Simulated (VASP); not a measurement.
Set up this calculation in VASP 6.6.1, as the native input.

| Item | Value |
| --- | --- |
| Task | single point |
| Functional | LDA |
| Potentials or basis | VASP PAW LDA potentials, release 64 (Na_pv, Cl) |
| Cutoff | 520 eV |
| k mesh | 6 × 6 × 6 |
| Occupations | gaussian, width 0.05 eV |
| Spin | no spin polarisation |
| Dipole correction | no |
| Further INCAR settings | ALGO = Normal; EDIFF = 1e-06; NBANDS = 14 |

The structure of NaCl lies in POSCAR:

```
NaCl
1.0
    3.5021900000      0.0000000000      0.0000000000
    0.0000000000      3.5021900000      0.0000000000
    0.0000000000      0.0000000000      3.5021900000
Na Cl
1 1
Direct
    0.0000000000      0.0000000000      0.0000000000
    0.4752718898      0.4752718898      0.4752718898
```

This cell differs from its parent crystal: all Cl atoms moved +0.150 Å, as atom 2 towards its neighbour atom 1 (Na) at 3.033 Å.

One way to write it, as run:

INCAR

```
ALGO = Normal
EDIFF = 1E-6
ENCUT = 520
ISIF = 2
ISMEAR = 0
LASPH = T
LCHARG = F
LREAL = F
LWAVE = F
NBANDS = 14
NELM = 100
PREC = Accurate
SIGMA = 0.05
```

KPOINTS

```
k-points
0
Gamma
  6 6 6
```

Potentials or basis: VASP PAW LDA potentials, release 64 (Na_pv, Cl).

Launch:

```console
$ cat potpaw_LDA.64/Na_pv/POTCAR potpaw_LDA.64/Cl/POTCAR > POTCAR
$ mpirun -np 1 vasp_std > vasp.out
```

Results of the run:

```yaml
Pressure: -2.9 GPa
Largest_force: 0.025 eV/Å
Band_gap_on_the_k_mesh: 3.62 eV, indirect (least direct gap 4.13 eV)
```

Caveat: the cell differs from its parent crystal (all Cl atoms moved +0.150 Å, as atom 2 towards its neighbour atom 1 (Na) at 3.033 Å).

It took 25 s on 1 thread of Intel Xeon 6975P-C, on a shared host, peak memory 0.14 GiB.
